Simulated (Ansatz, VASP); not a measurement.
KAlPb3: VASP beside Ansatz

```xyz
5
Lattice="6.0046 0.0000 0.0000 0.0000 6.0046 0.0000 0.0000 0.0000 6.0046" Properties=species:S:1:pos:R:3 pbc="T T T"
K     3.0023    3.0023    3.0023
Al    0.0000    0.0000    0.0000
Pb    0.0000    3.0023    3.0023
Pb    3.0023    0.0000    3.0023
Pb    3.0023    3.0023    0.0000
```

Alike in both runs: functional PBE; k mesh 6 × 6 × 6; occupations gaussian, width 0.1 eV; no spin polarisation.

Ansatz relaxed the structure, and its values are those at the end. VASP's run is a single point on that final structure, the one shown.

```csv
,VASP,Ansatz
version,VASP 6.6.1,Ansatz 0.2.0
potentials or method,"VASP PAW PBE potentials, release 64 (K_sv, Al, Pb_d), cutoff 500 eV","scalar-relativistic, plane waves, PAW"
valence electrons in the cell,54,54
```

```tsv
	VASP	Ansatz	Ansatz less VASP
gap on the k mesh at the Fermi level (eV)	none	none	-
pressure (GPa)	0.0	0.0	-0.01
```

A gap of «none» marks a metal or a gap that the smearing closes.

Neither program's run includes spin-orbit coupling.
